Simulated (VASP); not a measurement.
# Ta (P6_3/mmc) in VASP: settings compared, part 2 of 2

VASP 6.6.1.

## Step 5: Single point, PBE-based screened hybrid with 25 % exact exchange

This run uses another cell than the first one, of 18.49 Å³/atom.

POSCAR

```
Ta
1.0
    2.8867840514      0.0000000000      0.0000000000
   -1.4433920257      2.5000283238      0.0000000000
    0.0000000000      0.0000000000      5.1235805812
Ta
2
Direct
    0.3333333333      0.6666666667      0.2500000000
    0.6666666667      0.3333333333      0.7500000000
```

INCAR.step1

```
  PREC = Accurate
  ENCUT = 520
  EDIFF = 1E-5
  ISMEAR = -1
  SIGMA = 0.05
  LREAL = F
  LASPH = T
  NELM = 60
  ALGO = Normal
  ISIF = 2
  LWAVE = T
  LCHARG = F
  GGA = PE
  NBANDS = 18
```

INCAR.step2

```
  PREC = Accurate
  ENCUT = 520
  EDIFF = 1E-6
  ISMEAR = -1
  SIGMA = 0.05
  LREAL = F
  LASPH = T
  NELM = 60
  ALGO = Normal
  ISIF = 2
  LWAVE = F
  LCHARG = F
  GGA = PE
  LHFCALC = T
  AEXX = 0.25
  HFSCREEN = 0.3
  PRECFOCK = Normal
  ISTART = 1
  NBANDS = 18
```

KPOINTS

```
Automatic mesh
0
Gamma
  6 6 3
```

Potentials or basis: VASP PAW PBE potentials, release 64 (Ta_pv).

Command:

```bash
$ cat potpaw_PBE.64/Ta_pv/POTCAR > POTCAR
$ cp INCAR.step1 INCAR
$ mpirun -np 1 vasp_std > vasp.out
$ cp INCAR.step2 INCAR
$ mpirun -np 1 vasp_std > vasp.out
```

OUTCAR:

```text
PREC = Accurate
   ENCUT = 520
   EDIFF = 1E-6
   ISMEAR = -1
   LREAL = F
   LASPH = T
   NELM = 60
   ISIF = 2
   GGA = PE
   LHFCALC = T
   AEXX = 0.25
   HFSCREEN = 0.3
   PRECFOCK = Normal
   ISTART = 1

 ion  position               nearest neighbor table
   1  0.333  0.667  0.250-   2 3.06   2 3.06   2 3.06   2 3.06   2 3.06   2 3.06
   2  0.667  0.333  0.750-   1 3.06   1 3.06   1 3.06   1 3.06   1 3.06   1 3.06

  LATTYP: Found a hexagonal cell.
 ALAT       =     2.8867840514
 C/A-ratio  =     1.7748402686

  Lattice vectors:

 A1 = (   2.8867840514,   0.0000000000,   0.0000000000)
 A2 = (  -1.4433920257,   2.5000283238,   0.0000000000)
 A3 = (   0.0000000000,   0.0000000000,   5.1235805812)

Analysis of symmetry for initial positions (statically):
=====================================================================
 Subroutine PRICEL returns:
 Original cell was already a primitive cell.

 Routine SETGRP: Setting up the symmetry group for a
 hexagonal supercell.

 Subroutine GETGRP returns: Found 24 space group operations
 (whereof 12 operations were pure point group operations)
 out of a pool of 24 trial point group operations.

The static configuration has the point symmetry D_3d.
 The point group associated with its full space group is D_6h.

Analysis of symmetry for dynamics (positions and initial velocities):
=====================================================================
 Subroutine PRICEL returns:
 Original cell was already a primitive cell.

 Routine SETGRP: Setting up the symmetry group for a
 hexagonal supercell.

 Subroutine GETGRP returns: Found 24 space group operations
 (whereof 12 operations were pure point group operations)
[... 112 lines left out ...]
     AMIX_MAG =   1.60;   BMIX_MAG =  1.00
  volume/ion in A,a.u.               =      18.49       124.77
  Fermi-wavevector in a.u.,A,eV,Ry     =   1.376908  2.601978 25.794939  1.895874
  Thomas-Fermi vector in A             =   2.502109
   LORBIT       =      0    0 simple, 1 ext, 2 COOP (PROOUT), +10 PAW based schemes
   GGA     = PE    functional components
   LHFCALC =     T    Hartree Fock is set to
   PRECFOCK=normal    Normal, Fast or Accurate (Low or Medium for compatibility)
   ENCUT4O =  -1.0   cutoff for four orbital integrals eV
   NKREDX  =     1    reduce k-point grid by
   NKREDY  =     1    reduce k-point grid by
   NKREDZ  =     1    reduce k-point grid by
   AEXX    =    0.2500 exact exchange contribution
   HFSCREEN=    0.3000 screening length (either q_TF or 0.3 A-1)
   HFSCREENC=   0.3000 screening length for correlation (either q_TF or 0.3 A-1)
   ENCUTFOCK=  -1.0 apply spherical cutoff to Coloumb kernel
   IVDW    =     0    specifies the selected vdW correction
   LEPSILON=     F    determine dielectric tensor
   LRPA    =     F    only Hartree local field effects (RPA)
 non-spin polarized calculation
  energy-cutoff  :      520.00
  volume of cell :       36.98
 maximum number of plane-waves:      1015
 NGX is ok and might be reduce to    24
  NGX = 18; NGY = 18; NGZ = 30

 number of electron      22.0000002 magnetization

 Free energy of the ion-electron system (eV)
  ---------------------------------------------------
  ext. energy  EPLUGINS =         0.00000000
  ---------------------------------------------------
  free energy    TOTEN  =       -25.63345495 eV

  energy without entropy =      -25.61568021  energy(sigma->0) =      -25.62456758

 E-fermi :   5.6071     XC(G=0): -10.3588

 val. band max:        5.5825577866   @ k =   0.3333   0.0000   0.3333
 cond. band min:       5.7160588237   @ k =   0.3333   0.1667   0.3333
 fundamental gap:      0.1335010372
 Fermi energy:         5.6070933211

 k-point     1 :       0.0000    0.0000    0.0000
  band No.  band energies     occupation
      1     -31.3359      2.00000
      2     -30.3284      2.00000
      3     -30.2306      2.00000
      4     -30.2306      2.00000
      5     -30.1398      2.00000
      6     -30.1398      2.00000
[... 271 lines left out ...]
      5     -30.5118      2.00000
      6     -30.5118      2.00000
[... 10 lines left out ...]
     17      14.4402      0.00000
     18      14.4402      0.00000

------------------------ aborting loop because EDIFF is reached ----------------------------------------

  FORCE on cell =-STRESS in cart. coord.  units (eV):
  Direction    XX          YY          ZZ          XY          YZ          ZX
  --------------------------------------------------------------------------------------
  -------------------------------------------------------------------------------------
  Total       -0.2874599     -0.2874599     -0.2058888      0.0000000      0.0000000     -0.0000000
  in kB      -12.4553232    -12.4553232     -8.9209358      0.0000000      0.0000000     -0.0000000
  external PRESSURE =     -11.2771940 kB  Pullay stress =       0.0000000 kB

 VOLUME and BASIS-vectors are now :
 -----------------------------------------------------------------------------
  energy-cutoff  :      520.00
  volume of cell :       36.98
      direct lattice vectors                 reciprocal lattice vectors
     2.886784051  0.000000000  0.000000000     0.346406237  0.199997734  0.000000000
    -1.443392026  2.500028324  0.000000000     0.000000000  0.399995468  0.000000000
     0.000000000  0.000000000  5.123580581     0.000000000  0.000000000  0.195176007

 POSITION                                       TOTAL-FORCE (eV/Angst)
 -----------------------------------------------------------------------------------
     -0.00000      1.66669      1.28090         0.000000      0.000000     -0.000000
      1.44339      0.83334      3.84269        -0.000000     -0.000000      0.000000
 -----------------------------------------------------------------------------------
    total drift:                                0.000000      0.000000      0.000000

  FREE ENERGIE OF THE ION-ELECTRON SYSTEM (eV)
  ---------------------------------------------------
  free  energy   TOTEN  =       -25.6334549546 eV

  energy  without entropy=      -25.6156802123  energy(sigma->0) =      -25.62456758
```

OUTCAR.step1:

```text
PREC = Accurate
   ENCUT = 520
   EDIFF = 1E-5
   ISMEAR = -1
   LREAL = F
[... 506 lines left out ...]
     -0.00000      1.66669      1.28090        -0.000000      0.000000      0.000000
      1.44339      0.83334      3.84269         0.000000     -0.000000      0.000000
 -----------------------------------------------------------------------------------
    total drift:                               -0.000000      0.000000     -0.000000

  FREE ENERGIE OF THE ION-ELECTRON SYSTEM (eV)
  ---------------------------------------------------
  free  energy   TOTEN  =       -23.0722923016 eV

  energy  without entropy=      -23.0508484011  energy(sigma->0) =      -23.06157035
```

OSZICAR.step1:

```text
N       E                     dE             d eps       ncg     rms          rms(c)
DAV:   1     0.175229625880E+03    0.17523E+03   -0.12880E+04   504   0.127E+03
DAV:   2    -0.196087313948E+02   -0.19484E+03   -0.19208E+03   644   0.361E+02
DAV:   3    -0.239432394207E+02   -0.43345E+01   -0.42963E+01   606   0.505E+01
DAV:   4    -0.239727886290E+02   -0.29549E-01   -0.29526E-01   580   0.449E+00
DAV:   5    -0.239729985346E+02   -0.20991E-03   -0.20990E-03   564   0.358E-01    0.181E+01
DAV:   6    -0.232889824786E+02    0.68402E+00   -0.72811E-01   544   0.755E+00    0.885E+00
DAV:   7    -0.230748189210E+02    0.21416E+00   -0.64537E-01   580   0.673E+00    0.505E-01
DAV:   8    -0.230723229798E+02    0.24959E-02   -0.10900E-02   554   0.899E-01    0.148E-01
DAV:   9    -0.230723075449E+02    0.15435E-04   -0.26364E-04   596   0.141E-01    0.490E-02
DAV:  10    -0.230722929177E+02    0.14627E-04   -0.37965E-05   524   0.501E-02    0.756E-03
DAV:  11    -0.230722923016E+02    0.61608E-06   -0.31174E-06   258   0.149E-02
   1 F= -.23072292E+02 E0= -.23061570E+02  d E =-.214439E-01
```

It took 34 min on 1 thread of Intel Xeon Platinum 8259CL at 2.50GHz (Skylake/Cascade Lake), shared host; peak memory 0.26 GiB.

Results:

```yaml
Free_energy: -25.6335 eV
Pressure: -1.1 GPa
Band_gap_on_the_k_mesh: zero (bands 11 and 12 overlap by 1.63 eV)
```

Levels at points of the mesh, in eV from the Fermi level:
```csv
k point,band 7,band 8,band 9,band 10,band 11,band 12,band 13,band 14,band 15,band 16
"(0.00, 0.00, 0.00)",-9.20,-5.59,-0.63,-0.41,0.83,0.83,1.51,1.51,3.60,3.60
"(0.50, 0.00, 0.00)",-4.58,-4.41,-3.75,-0.72,-0.34,0.61,1.24,6.41,7.20,7.53
```

Caveat: the k points lie up to 0.42 Å⁻¹ apart, too coarse for converged energies and pressures of a metal; the PAW data sets were made with another functional, which shifts forces and pressure a little; spin-orbit coupling is left out, which moves the levels of the heavy elements.

## Step 6: Single point, PBEsol, non-collinear spin, zero start, spin-orbit coupling

INCAR

```
ALGO = Normal
EDIFF = 1E-6
ENCUT = 500
GGA = PS
GGA_COMPAT = False
ISIF = 2
ISMEAR = -1
LASPH = True
LCHARG = False
LMAXMIX = 4
LORBIT = 11
LORBMOM = True
LREAL = False
LSORBIT = True
LWAVE = False
MAGMOM = 0 0 0 0 0 0
NBANDS = 38
NELM = 200
PREC = Accurate
SIGMA = 0.05
```

KPOINTS

```
k-points
0
Gamma
  11 11 5
```

POSCAR

```
Ta
1.0
    2.9003720726      0.0000000000      0.0000000000
   -1.4501860363      2.5117958953      0.0000000000
    0.0000000000      0.0000000000      5.1662740000
Ta
2
Direct
    0.3333333333      0.6666666667      0.2500000000
    0.6666666667      0.3333333333      0.7500000000
```

Potentials or basis: VASP PAW PBE potentials, release 64 (Ta_sv_GW).

Command:

```bash
$ cat potpaw_PBE.64/Ta_sv_GW/POTCAR > POTCAR
$ mpirun -np 1 vasp_ncl > vasp.out
```

OUTCAR:

```text
EDIFF = 1E-6
   ENCUT = 500
   GGA = PS
   ISIF = 2
   ISMEAR = -1
   LASPH = True
   LORBIT = 11
   LREAL = False
   LSORBIT = True
   NELM = 200
   PREC = Accurate

 ion  position               nearest neighbor table
   1  0.333  0.667  0.250-   2 3.08   2 3.08   2 3.08   2 3.08   2 3.08   2 3.08
   2  0.667  0.333  0.750-   1 3.08   1 3.08   1 3.08   1 3.08   1 3.08   1 3.08

  LATTYP: Found a hexagonal cell.
 ALAT       =     2.9003720726
 C/A-ratio  =     1.7812452577

  Lattice vectors:

[... 1284 lines left out ...]
     0.0000000    -0.0000042     0.0000000     0.0000000     0.0000000    -0.0000042     0.0000452
    -0.0000042     0.0000000     0.0000112     0.0000000     0.0000112     0.0000033     0.0000055
     0.0000000     0.0000112     0.0000000     0.0000228     0.0000025     0.0000112     0.0000000
     0.0000000     0.0000000     0.0000228     0.0000000     0.0000228     0.0000000     0.0000000
     0.0000000     0.0000112     0.0000025     0.0000228     0.0000000     0.0000112     0.0000000
    -0.0000042     0.0000033     0.0000112     0.0000000     0.0000112     0.0000000     0.0000055
     0.0000452     0.0000055     0.0000000     0.0000000     0.0000000     0.0000055     0.0000000

 total charge

# of ion       s       p       d       f       tot
--------------------------------------------------
    1        3.746   6.008   2.317   0.028  12.100
    2        3.746   6.008   2.317   0.028  12.100
--------------------------------------------------
tot          7.492  12.017   4.635   0.056  24.199

 magnetization (x)

# of ion       s       p       d       f       tot
--------------------------------------------------
    1        0.000   0.000   0.000   0.000   0.000
    2        0.000   0.000   0.000   0.000   0.000
--------------------------------------------------
tot          0.000   0.000   0.000   0.000   0.000

 magnetization (y)

# of ion       s       p       d       f       tot
--------------------------------------------------
    1        0.000   0.000   0.000  -0.000   0.000
    2        0.000   0.000   0.000  -0.000   0.000
--------------------------------------------------
tot          0.000   0.000   0.000  -0.000   0.000

 magnetization (z)

# of ion       s       p       d       f       tot
--------------------------------------------------
    1        0.000   0.000   0.000   0.000   0.000
    2        0.000   0.000   0.000   0.000   0.000
--------------------------------------------------
tot          0.000   0.000   0.000   0.000   0.000
```

Wall time 79 s (1 thread of Intel Xeon 6975P-C (Granite Rapids), shared host); peak memory 0.3 GiB.

Results:

```yaml
Free_energy: -32.4044 eV
Pressure: -8.7 GPa
Net_moment: 0.00 μB per cell
Valence_electrons_inside_the_program's_atomic_spheres: Ta 12.10
```

Stress tensor (GPa, compression positive):
```
-9.13  0.00  0.00
 0.00 -9.13  0.00
 0.00  0.00 -7.86
```

Moments on the atoms (μB; x, y, z):
```
Ta  0.00 0.00 0.00
Ta  0.00 0.00 0.00
```

Caveat: the cell stands under tension; the PAW data sets were made with another functional, which shifts forces and pressure a little.

## Step 7: Summary

```csv
level,potentials or basis,spin,cell,k mesh,cutoff (eV),grid for exact exchange (PRECFOCK),share of exact exchange,screening parameter,gap on the mesh (eV),pressure (GPa)
PBE0,"VASP PAW PBE potentials, release 64 (Ta_pv)",off,"a = 2.900, b = 2.900, c = 5.166 Å, angles 90.0, 90.0, 120.0°, 2 atoms",6 × 6 × 4,520,Normal,0.25,-,none,-4.1
PBE0,"VASP PAW PBE potentials, release 64 (Ta_sv_GW)",off,"a = 2.900, b = 2.900, c = 5.166 Å, angles 90.0, 90.0, 120.0°, 2 atoms",6 × 6 × 3,400,Normal,0.25,-,none,-8.0
HSE06,"VASP PAW PBE potentials, release 64 (Ta_pv)",off,"a = 2.885, b = 2.885, c = 5.121 Å, angles 90.0, 90.0, 120.0°, 2 atoms",6 × 6 × 3,520,Normal,0.25,0.2079 1/Å,none,-1.1
PBE-based screened hybrid with 25 % exact exchange,"VASP PAW PBE potentials, release 64 (Ta_pv)",off,"a = 2.887, b = 2.887, c = 5.124 Å, angles 90.0, 90.0, 120.0°, 2 atoms",6 × 6 × 3,520,Normal,0.25,0.3 1/Å,none,-1.1
PBEsol,"VASP PAW PBE potentials, release 64 (Ta_sv_GW)","non-collinear, zero start, SOC","a = 2.900, b = 2.900, c = 5.166 Å, angles 90.0, 90.0, 120.0°, 2 atoms",11 × 11 × 5,500,-,-,-,-,-8.7
```

Alike in all rows: task single point; smearing fermi-dirac 0.05 eV.

Caveats: some runs use coarse meshes; the PAW data sets were made with another functional, which shifts forces and pressure a little; spin-orbit coupling is left out, which moves the levels of the heavy elements (at least some runs); the cell stands under tension (at least some runs).

Absolute energies hang on the potentials; compare differences alone.

The gap in the log of VASP goes by the Fermi energy; the results here count the filled bands.